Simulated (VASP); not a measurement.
# Os (P6_3/mmc) in VASP: a series of runs, part 3 of 3

VASP 6.6.1. The steps go on from the part before.

**5. Single point, PBE (z stretched by +2 % at fixed volume)**

INCAR reads:

```
SYSTEM = Os
PREC = Accurate
ENCUT = 520
EDIFF = 1E-6
ISMEAR = -1
SIGMA = 0.05
LREAL = .False.
LASPH = .True.
NELM = 60
ALGO = Normal
ISIF = 2
LWAVE = .False.
LCHARG = .False.
GGA = PE
NBANDS = 15
```

KPOINTS reads:

```
Automatic mesh
0
Gamma
  15 15 9
  0 0 0
```

POSCAR reads:

```
Os
1.0
    2.7071623731      0.0000000000      0.0000000000
   -1.3535811866      2.3444713873      0.0000000000
    0.0000000000      0.0000000000      4.4060940000
Os
2
Direct
    0.3333333333      0.6666666667      0.2500000000
    0.6666666667      0.3333333333      0.7500000000
```

Potentials or basis: VASP PAW PBE potentials, release 64 (Os).

Started as:

```bash
> cat potpaw_PBE.64/Os/POTCAR > POTCAR
> mpirun -np 1 vasp_std > vasp.out
```

OUTCAR:

```text
SYSTEM = Os
   PREC = Accurate
   ENCUT = 520
   EDIFF = 1E-6
   ISMEAR = -1
   LREAL = .False.
   LASPH = .True.
   NELM = 60
   ISIF = 2
   GGA = PE

 ion  position               nearest neighbor table
   1  0.333  0.667  0.250-   2 2.70   2 2.70   2 2.70   2 2.70   2 2.70   2 2.70
   2  0.667  0.333  0.750-   1 2.70   1 2.70   1 2.70   1 2.70   1 2.70   1 2.70

  LATTYP: Found a hexagonal cell.
 ALAT       =     2.7071623731
 C/A-ratio  =     1.6275691639

  Lattice vectors:

 A1 = (   2.7071623731,   0.0000000000,   0.0000000000)
 A2 = (  -1.3535811866,   2.3444713873,   0.0000000000)
 A3 = (   0.0000000000,   0.0000000000,   4.4060940000)

Analysis of symmetry for initial positions (statically):
=====================================================================
 Subroutine PRICEL returns:
 Original cell was already a primitive cell.

 Routine SETGRP: Setting up the symmetry group for a
 hexagonal supercell.

 Subroutine GETGRP returns: Found 24 space group operations
 (whereof 12 operations were pure point group operations)
 out of a pool of 24 trial point group operations.

The static configuration has the point symmetry D_3d.
 The point group associated with its full space group is D_6h.

Analysis of symmetry for dynamics (positions and initial velocities):
=====================================================================
 Subroutine PRICEL returns:
 Original cell was already a primitive cell.

 Routine SETGRP: Setting up the symmetry group for a
 hexagonal supercell.

 Subroutine GETGRP returns: Found 24 space group operations
 (whereof 12 operations were pure point group operations)
 out of a pool of 24 trial point group operations.

The dynamic configuration has the point symmetry D_3d.
 The point group associated with its full space group is D_6h.

 Subroutine INISYM returns: Found 24 space group operations
 (whereof 12 operations are pure point group operations),
 and found     1 'primitive' translations

----------------------------------------------------------------------------------------

                                     Primitive cell

  volume of cell :      27.9649

  direct lattice vectors                    reciprocal lattice vectors
     2.707162373  0.000000000  0.000000000     0.369390477  0.213267691  0.000000000
    -1.353581187  2.344471387  0.000000000     0.000000000  0.426535383  0.000000000
     0.000000000  0.000000000  4.406094000     0.000000000  0.000000000  0.226958390

  length of vectors
     2.707162373  2.707162373  4.406094000     0.426535383  0.426535383  0.226958390

  position of ions in fractional coordinates (direct lattice)
     0.333333333  0.666666667  0.250000000
     0.666666667  0.333333333  0.750000000

  ion indices of the primitive-cell ions
   primitive index   ion index
                 1           1
                 2           2

----------------------------------------------------------------------------------------

 KPOINTS: Automatic mesh

Automatic generation of k-mesh.
 Grid dimensions read from file:
 generate k-points for:   15   15    9

 Generating k-lattice:

  Cartesian coordinates                     Fractional coordinates (reciprocal lattice)
     0.024626032  0.014217846  0.000000000     0.066666667  0.000000000  0.000000000
     0.000000000  0.028435692  0.000000000     0.000000000  0.066666667  0.000000000
     0.000000000  0.000000000  0.025217599     0.000000000  0.000000000  0.111111111

  Length of vectors
     0.028435692  0.028435692  0.025217599

  Shift w.r.t. Gamma in fractional coordinates (k-lattice)
     0.000000000  0.000000000  0.000000000

 Subroutine IBZKPT returns following result:
 ===========================================

 Found    135 irreducible k-points:

 Following reciprocal coordinates:
            Coordinates               Weight
  0.000000  0.000000  0.000000      1.000000
  0.066667 -0.000000  0.000000      6.000000
  0.133333 -0.000000  0.000000      6.000000
  0.200000  0.000000  0.000000      6.000000
  0.266667 -0.000000  0.000000      6.000000
  0.333333  0.000000  0.000000      6.000000
[... 16 lines left out ...]
  0.333333  0.200000  0.000000     12.000000
  0.400000  0.200000  0.000000      6.000000
 [... further k-points ...]
   k-points           NKPTS =    135   k-points in BZ     NKDIM =    135   number of bands    NBANDS=     15
   number of dos      NEDOS =    301   number of ions     NIONS =      2
   total plane-waves  NPLWV =  14400
   dimension x,y,z NGX =    20 NGY =   20 NGZ =   36
   dimension x,y,z NGXF=    40 NGYF=   40 NGZF=   72
   ions per type =               2
   NGX,Y,Z   is equivalent  to a cutoff of  12.28, 12.28, 13.58 a.u.
   NGXF,Y,Z  is equivalent  to a cutoff of  24.56, 24.56, 27.17 a.u.
 SYSTEM =  Os
   PREC   = accura    normal or accurate (medium, high low for compatibility)
   ISTART =      0    job   : 0-new  1-cont  2-samecut
   ICHARG =      2    charge: 1-file 2-atom 10-const
   ISPIN  =      1    spin polarized calculation?
   LNONCOLLINEAR =      F non collinear calculations
   LSORBIT =      F    spin-orbit coupling
   LASPH  =      T    aspherical Exc in radial PAW
   ENCUT  =  520.0 eV  38.22 Ry    6.18 a.u.   5.03  5.03  8.19*2*pi/ulx,y,z
   NELM   =     60;   NELMIN=  2; NELMDL= -5     # of ELM steps
   EDIFF  = 0.1E-05   stopping-criterion for ELM
   LREAL  =      F    real-space projection
   EDIFFG = 0.1E-04   stopping-criterion for IOM
   NSW    =      0    number of steps for IOM
   IBRION =     -1    ionic relax: 0-MD 1-quasi-New 2-CG
   NFREE  =      0    steps in history (QN), initial steepest desc. (CG)
   ISIF   =      2    stress and relaxation
   ISYM   =      2    0-nonsym 1-usesym 2-fastsym
   POTIM  = 0.5000    time-step for ionic-motion
   TEBEG  =    0.0;   TEEND  =   0.0 temperature during run
   PSTRESS=    0.0 pullay stress
   NELECT =      16.0000    total number of electrons
   NUPDOWN=      -1.0000    fix difference up-down
   EMIN   =  10.00;   EMAX   =-10.00  energy-range for DOS
   EFERMI =   0.00;   METHOD = LEGACY
   ISMEAR =    -1;   SIGMA  =   0.05  broadening in eV -4-tet -1-fermi 0-gaus
   EFERMI_NEDOS =   21; number of points for ismear=-14 and -15
   IALGO  =     38    algorithm
   IMIX   =      4    mixing-type and parameters
     AMIX     =   0.40;   BMIX     =  1.00
     AMIX_MAG =   1.60;   BMIX_MAG =  1.00
  volume/ion in A,a.u.               =      13.98        94.36
  Fermi-wavevector in a.u.,A,eV,Ry     =   1.359076  2.568282 25.131162  1.847088
  Thomas-Fermi vector in A             =   2.485855
   LORBIT       =      0    0 simple, 1 ext, 2 COOP (PROOUT), +10 PAW based schemes
   GGA     = PE    functional components
   LHFCALC =     F    Hartree Fock is set to
   AEXX    =    0.0000 exact exchange contribution
   IVDW    =     0    specifies the selected vdW correction
   LEPSILON=     F    determine dielectric tensor
   LRPA    =     F    only Hartree local field effects (RPA)
 non-spin polarized calculation
  energy-cutoff  :      520.00
  volume of cell :       27.96
 maximum number of plane-waves:       771
   NGX = 11   NGY = 11   NGZ = 17

 number of electron      15.9999999 magnetization

 Free energy of the ion-electron system (eV)
  ---------------------------------------------------
  ext. energy  EPLUGINS =         0.00000000
  ---------------------------------------------------
  free energy    TOTEN  =       -22.46265996 eV

  energy without entropy =      -22.45399509  energy(sigma->0) =      -22.45832752

 E-fermi :   9.4585     XC(G=0): -14.0615

 val. band max:        9.4441858052   @ k =   0.0667   0.0667   0.3333
 cond. band min:       9.4591721726   @ k =   0.0000   0.0000   0.3333
 fundamental gap:      0.0149863674
 Fermi energy:         9.4585196712

 k-point     1 :       0.0000    0.0000    0.0000
  band No.  band energies     occupation
      1      -1.4744      2.00000
      2       1.6331      2.00000
      3       6.3321      2.00000
      4       6.4590      2.00000
      5       6.4590      2.00000
      6       7.2191      2.00000
      7       7.2191      2.00000
      8       8.1879      2.00000
      9       8.1879      2.00000
     10       9.1656      1.99431
     11      11.1788      0.00000
     12      11.1788      0.00000
     13      18.1698      0.00000
     14      23.6685      0.00000
[... 401 lines left out ...]
      2       3.4178      2.00000
      3       3.4725      2.00000
      4       5.6085      2.00000
      5       5.8532      2.00000
      6       6.4035      2.00000
      7       7.6719      2.00000
      8      10.7895      0.00000
      9      11.4221      0.00000
     10      11.4608      0.00000
     11      14.8430      0.00000
     12      15.5289      0.00000
     13      17.9684      0.00000
     14      20.8540      0.00000
     15      23.0545      0.00000

 [... further k-points ...]
[... 5 lines left out ...]
  --------------------------------------------------------------------------------------
  -------------------------------------------------------------------------------------
  Total        2.5300086      2.5300086     -0.5746434     -0.0000000     -0.0000000      0.0000000
  in kB      144.9504523    144.9504523    -32.9227416     -0.0000000     -0.0000000      0.0000000
  external PRESSURE =      85.6593877 kB  Pullay stress =       0.0000000 kB

 VOLUME and BASIS-vectors are now :
 -----------------------------------------------------------------------------
  energy-cutoff  :      520.00
  volume of cell :       27.96
      direct lattice vectors                 reciprocal lattice vectors
     2.707162373  0.000000000  0.000000000     0.369390477  0.213267691  0.000000000
    -1.353581187  2.344471387  0.000000000     0.000000000  0.426535383  0.000000000
     0.000000000  0.000000000  4.406094000     0.000000000  0.000000000  0.226958390

 POSITION                                       TOTAL-FORCE (eV/Angst)
 -----------------------------------------------------------------------------------
     -0.00000      1.56298      1.10152        -0.000000      0.000000      0.000000
      1.35358      0.78149      3.30457         0.000000     -0.000000      0.000000
 -----------------------------------------------------------------------------------
    total drift:                               -0.000000      0.000000     -0.000000

  FREE ENERGIE OF THE ION-ELECTRON SYSTEM (eV)
  ---------------------------------------------------
  free  energy   TOTEN  =       -22.4626599556 eV

  energy  without entropy=      -22.4539950929  energy(sigma->0) =      -22.45832752
```

OSZICAR:

```text
N       E                     dE             d eps       ncg     rms          rms(c)
DAV:   1     0.102701750151E+03    0.10270E+03   -0.74769E+03  4050   0.103E+03
DAV:   2    -0.191419848087E+02   -0.12184E+03   -0.10645E+03  4106   0.327E+02
DAV:   3    -0.238294309398E+02   -0.46874E+01   -0.45491E+01  5541   0.567E+01
DAV:   4    -0.238617281533E+02   -0.32297E-01   -0.32262E-01  4337   0.490E+00
DAV:   5    -0.238619045544E+02   -0.17640E-03   -0.17639E-03  5604   0.343E-01    0.234E+01
DAV:   6    -0.227906820393E+02    0.10712E+01   -0.86862E-01  5100   0.794E+00    0.107E+01
DAV:   7    -0.224707548043E+02    0.31993E+00   -0.61652E-01  5219   0.655E+00    0.539E-01
DAV:   8    -0.224650436836E+02    0.57111E-02   -0.62382E-03  4169   0.604E-01    0.320E-01
DAV:   9    -0.224626586710E+02    0.23850E-02   -0.15115E-03  4897   0.390E-01    0.452E-02
DAV:  10    -0.224626856134E+02   -0.26942E-04   -0.54357E-05  5303   0.623E-02    0.842E-03
DAV:  11    -0.224626607018E+02    0.24912E-04   -0.48529E-06  4547   0.241E-02    0.115E-03
DAV:  12    -0.224626599556E+02    0.74618E-06   -0.72514E-08  2949   0.261E-03
   1 F= -.22462660E+02 E0= -.22458328E+02  d E =-.866486E-02
```

stdout:

```text
POSCAR found type information on POSCAR Os
 POSCAR found :  1 types and       2 ions
 scaLAPACK will be used
 LDA part: xc-table for (Slater+PW92), standard interpolation
 POSCAR, INCAR and KPOINTS ok, starting setup
 FFT: planning ... GRIDC
 FFT: planning ... GRID_SOFT
 FFT: planning ... GRID
 WAVECAR not read
 entering main loop
```

Run time: 64 s. Hardware: 1 thread of Intel Xeon 8259CL, shared host; peak memory 0.18 GiB.

Results:

- Free energy: -22.4627 eV
- Pressure: 8.6 GPa
- Band gap on the k mesh: zero (bands 8 and 9 overlap by 4.03 eV)

Stress tensor (GPa, compression positive):
```
14.50  0.00  0.00
 0.00 14.50  0.00
 0.00  0.00 -3.29
```

Caveat: the cell stands under pressure; spin-orbit coupling is left out, which moves the levels of the heavy elements.

**6. Overview**

```csv
spin,cell,cutoff (eV),gap on the mesh (eV),pressure (GPa)
off,"a = 2.789, b = 2.789, c = 4.320 Å, angles 90.0, 90.0, 120.0°, 2 atoms",600,none,-6.8
"non-collinear, zero start, SOC","a = 2.734, b = 2.734, c = 4.320 Å, angles 90.0, 90.0, 120.0°, 2 atoms",520,-,9.0
off,"a = 2.714, b = 2.714, c = 4.384 Å, angles 90.0, 90.0, 120.0°, 2 atoms",520,none,8.5
off,"a = 2.707, b = 2.707, c = 4.406 Å, angles 90.0, 90.0, 120.0°, 2 atoms",520,none,8.6
```

Alike in all rows: task single point; level PBE; potentials or basis VASP PAW PBE potentials, release 64 (Os); k mesh 15 × 15 × 9; smearing fermi-dirac 0.05 eV.

Caveats: spin-orbit coupling is left out, which moves the levels of the heavy elements (at least some runs); the cell stands under pressure (at least some runs); the cell stands under tension (at least some runs).

Absolute energies hang on the potentials; compare differences alone.
